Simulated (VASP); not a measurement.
# TiO2 (CdI2 type) (P-3m1) in VASP: notebook, part 2 of 2

VASP 6.6.1. The steps go on from the part before.

**3. Relaxation of cell and atoms, PBE**

This run uses another cell than the first one, of 11.12 Å³/atom, 0.785 times its volume.

File INCAR:

```
ALGO = Normal
EDIFF = 1E-6
EDIFFG = -0.005
ENCUT = 600
GGA = PE
IBRION = 2
ISIF = 3
ISMEAR = -1
LASPH = T
LCHARG = F
LREAL = F
LWAVE = F
NELM = 100
NSW = 100
PREC = Accurate
SIGMA = 0.05
```

File KPOINTS:

```
k-points
0
Gamma
  13 13 7
```

File POSCAR:

```
TiO2
1.0
    2.8878374627      0.0000000000      0.0000000000
   -1.4439187314      2.5009406047      0.0000000000
    0.0000000000      0.0000000000      4.6205399404
Ti O
1 2
Direct
    0.0000000000      0.0000000000      0.0000000000
    0.3333333333      0.6666666667      0.2500000000
    0.6666666667      0.3333333333      0.7500000000
```

Potentials or basis: VASP PAW PBE potentials, release 64 (Ti_sv, O).

Command:

```bash
$ cat potpaw_PBE.64/Ti_sv/POTCAR potpaw_PBE.64/O/POTCAR > POTCAR
$ mpirun -np 1 vasp_std > vasp.out
```

OUTCAR:

```text
EDIFF = 1E-6
   EDIFFG = -0.005
   ENCUT = 600
   GGA = PE
   IBRION = 2
   ISIF = 3
   ISMEAR = -1
   LASPH = T
   LREAL = F
   NELM = 100
   NSW = 100
   PREC = Accurate

 ion  position               nearest neighbor table
   1  0.000  0.000  0.000-   2 2.03   3 2.03   3 2.03   2 2.03   3 2.03   2 2.03
   2  0.333  0.667  0.250-   1 2.03   1 2.03   1 2.03
   3  0.667  0.333  0.750-   1 2.03   1 2.03   1 2.03

  LATTYP: Found a hexagonal cell.
 ALAT       =     2.8878374627
 C/A-ratio  =     1.6000000000

  Lattice vectors:

 A1 = (   2.8878374627,   0.0000000000,   0.0000000000)
 A2 = (  -1.4439187314,   2.5009406047,   0.0000000000)
 A3 = (   0.0000000000,   0.0000000000,   4.6205399404)

Analysis of symmetry for initial positions (statically):
=====================================================================
 Subroutine PRICEL returns:
 Original cell was already a primitive cell.

 Routine SETGRP: Setting up the symmetry group for a
 hexagonal supercell.

 Subroutine GETGRP returns: Found 12 space group operations
 (whereof 12 operations were pure point group operations)
 out of a pool of 24 trial point group operations.

The static configuration has the point symmetry D_3d.

Analysis of symmetry for dynamics (positions and initial velocities):
=====================================================================
 Subroutine PRICEL returns:
 Original cell was already a primitive cell.

 Routine SETGRP: Setting up the symmetry group for a
 hexagonal supercell.

 Subroutine GETGRP returns: Found 12 space group operations
 (whereof 12 operations were pure point group operations)
 out of a pool of 24 trial point group operations.

The dynamic configuration has the point symmetry D_3d.

 Subroutine INISYM returns: Found 12 space group operations
 (whereof 12 operations are pure point group operations),
 and found     1 'primitive' translations

----------------------------------------------------------------------------------------
[... 133 lines left out ...]

--------------------------------------- Ionic step        1  -------------------------------------------

 number of electron      23.9999991 magnetization

 Free energy of the ion-electron system (eV)
  ---------------------------------------------------
  ext. energy  EPLUGINS =         0.00000000
  ---------------------------------------------------
  free energy    TOTEN  =       -25.85901495 eV

  energy without entropy =      -25.85901495  energy(sigma->0) =      -25.85901495

------------------------ aborting loop because EDIFF is reached ----------------------------------------

  FORCE on cell =-STRESS in cart. coord.  units (eV):
  Direction    XX          YY          ZZ          XY          YZ          ZX
  --------------------------------------------------------------------------------------
  -------------------------------------------------------------------------------------
  Total        0.8778720      0.8778720     -5.4576232     -0.0000000     -0.0000000     -0.0000000
  in kB       42.1476051     42.1476051   -262.0265356     -0.0000000     -0.0000000     -0.0000000
  external PRESSURE =     -59.2437751 kB  Pullay stress =       0.0000000 kB
[... 92 lines left out ...]
  FREE ENERGIE OF THE ION-ELECTRON SYSTEM (eV)
  ---------------------------------------------------
  free  energy   TOTEN  =       -26.3220398308 eV

  energy  without entropy=      -26.3220398308  energy(sigma->0) =      -26.32203983

 E-fermi :   3.4676     XC(G=0): -10.0774

 val. band max:        2.2412826787   @ k =   0.1538   0.0769   0.0000
 cond. band min:       4.7036570800   @ k =   0.0000   0.0000   0.4286
 fundamental gap:      2.4623744013
 Fermi energy:         3.4676421536

 k-point     1 :       0.0000    0.0000    0.0000
  band No.  band energies     occupation
      1     -54.3469      2.00000
      2     -30.6074      2.00000
      3     -30.3365      2.00000
      4     -30.3365      2.00000
      5     -15.3430      2.00000
      6     -13.4770      2.00000
[... 435 lines left out ...]
      5     -15.2531      2.00000
      6     -13.5405      2.00000
[... 8 lines left out ...]
     15       6.3592      0.00000
     16       8.6632      0.00000

 [... further k-points ...]

[... ionic steps 4 to 53 ...]

--------------------------------------- Ionic step       54  -------------------------------------------

 number of electron      24.0000016 magnetization

------------------------ aborting loop because EDIFF is reached ----------------------------------------
[... 69 lines left out ...]
--------------------------------------- Ionic step       56  -------------------------------------------

 number of electron      24.0000016 magnetization

 Free energy of the ion-electron system (eV)
  ---------------------------------------------------
  ext. energy  EPLUGINS =         0.00000000
  ---------------------------------------------------
  free energy    TOTEN  =       -26.48631499 eV

  energy without entropy =      -26.48631499  energy(sigma->0) =      -26.48631499

 E-fermi :   2.5892     XC(G=0):  -9.6066

 val. band max:        1.4707861877   @ k =   0.1538   0.0769   0.0000
 cond. band min:       4.0638308768   @ k =   0.0000   0.0000   0.4286
 fundamental gap:      2.5930446890
 Fermi energy:         2.5892428317

 k-point     1 :       0.0000    0.0000    0.0000
  band No.  band energies     occupation
      1     -54.9858      2.00000
      2     -31.2479      2.00000
      3     -30.9685      2.00000
      4     -30.9685      2.00000
      5     -16.0307      2.00000
      6     -14.2296      2.00000
[... 477 lines left out ...]
  FREE ENERGIE OF THE ION-ELECTRON SYSTEM (eV)
  ---------------------------------------------------
  free  energy   TOTEN  =       -26.4863149928 eV

  energy  without entropy=      -26.4863149928  energy(sigma->0) =      -26.48631499

 reached required accuracy - stopping structural energy minimisation
```

OSZICAR:

```text
N       E                     dE             d eps       ncg     rms          rms(c)
DAV:   1     0.265575862822E+03    0.26558E+03   -0.14575E+04  4032   0.191E+03
DAV:   2    -0.954858703522E+01   -0.27512E+03   -0.27108E+03  4784   0.481E+02
DAV:   3    -0.327608795198E+02   -0.23212E+02   -0.22653E+02  4728   0.137E+02
DAV:   4    -0.336952577899E+02   -0.93438E+00   -0.93402E+00  6120   0.260E+01
[... 476 lines left out ...]
DAV:   1    -0.264863475968E+02   -0.34550E-04   -0.31243E-03  4032   0.723E-01    0.481E-02
DAV:   2    -0.264863259258E+02    0.21671E-04   -0.14767E-04  4032   0.124E-01    0.285E-02
DAV:   3    -0.264863176864E+02    0.82394E-05   -0.49086E-05  5912   0.835E-02    0.136E-02
DAV:   4    -0.264863151369E+02    0.25495E-05   -0.14547E-05  4608   0.299E-02    0.595E-03
DAV:   5    -0.264863149928E+02    0.14403E-06   -0.86983E-07  2584   0.990E-03
  56 F= -.26486315E+02 E0= -.26486315E+02  d E =-.155633E-04
```

CONTCAR:

```text
TiO2
   1.00000000000000
     2.9937734867991979   -0.0000000000019330    0.0000000000000000
    -1.4968867434531066    2.5926838927469369   -0.0000000000000001
    -0.0000000000000000    0.0000000000000000    5.1847232618439723
  Ti              O
     1     2
Direct
     0.0000000000000000    0.0000000000000000    0.0000000000000000
     0.3333333332999970    0.6666666667000030    0.1862768652906941
     0.6666666667000030    0.3333333332999970    0.8137231347093062

  0.00000000E+00  0.00000000E+00  0.00000000E+00
  0.00000000E+00  0.00000000E+00  0.00000000E+00
  0.00000000E+00  0.00000000E+00  0.00000000E+00
```

It took 35 min on 1 thread of AMD EPYC 7R43 (Zen 3), shared host; peak memory 0.19 GiB.

What came out:

- Free energy: -26.4863 eV
- Relaxed volume: 13.41 Å³/atom
- Relaxed cell: a = 2.994 Å, b = 2.994 Å, c = 5.185 Å, α = 90.00°, β = 90.00°, γ = 120.00°
- Space group after relaxing (to 0.05 Å): P-3m1 (No. 164)
- Energy gained by relaxing: 209.1 meV/atom
- Ionic steps: 56
- Pressure after relaxing: 0.0 GPa
- Band gap on the k mesh: 2.59 eV, indirect (least direct gap 2.86 eV)

Forces on the atoms (eV/Å):
```
Ti   0.000  0.000  0.000
O    0.000  0.000 -0.002
O    0.000  0.000  0.002
```

The path:
```tsv
step	energy change (eV)	largest force (eV/Å)	pressure (GPa)	volume (Å³)
1	0.0000	2.9812	-5.92	33.37
3	-0.4630	0.2216	10.98	31.97
5	-0.5424	0.4748	-0.59	33.85
7	-0.5635	0.1599	2.23	34.37
9	-0.5971	0.0377	-2.17	36.85
11	-0.6109	0.0157	-1.69	37.78
13	-0.6244	0.0489	1.02	38.66
15	-0.6253	0.0655	0.42	39.07
17	-0.6260	0.0873	-0.48	39.39
19	-0.6263	0.0078	-0.05	39.47
21	-0.6264	0.0029	0.03	39.44
23	-0.6265	0.0028	0.32	39.42
25	-0.6265	0.0528	0.14	39.51
27	-0.6265	0.0226	0.22	39.46
29	-0.6266	0.0461	-0.20	39.59
31	-0.6266	0.0353	-0.02	39.53
33	-0.6266	0.0406	-0.11	39.56
35	-0.6268	0.0084	0.08	39.61
37	-0.6268	0.0102	0.03	39.63
39	-0.6268	0.0060	0.08	39.65
41	-0.6271	0.0208	0.28	39.82
43	-0.6271	0.0328	0.44	39.95
45	-0.6272	0.0200	0.33	40.03
47	-0.6272	0.0367	-0.20	40.39
49	-0.6273	0.0108	0.00	40.23
51	-0.6273	0.0077	0.09	40.20
53	-0.6273	0.0107	0.04	40.22
55	-0.6273	0.0074	0.01	40.23
56	-0.6273	0.0020	-0.03	40.24
```

Final structure:
```
Ti O
1.0
     2.99377    0.00000    0.00000
    -1.49689    2.59268    0.00000
     0.00000    0.00000    5.18472
Ti O
1 2
Direct
  0.00000 0.00000 0.00000
  0.33333 0.66667 0.18628
  0.66667 0.33333 0.81372
```

Caveat: the volume moved by over 15 % at a fixed basis, so the end points are rough. A k mesh can miss the band edges.
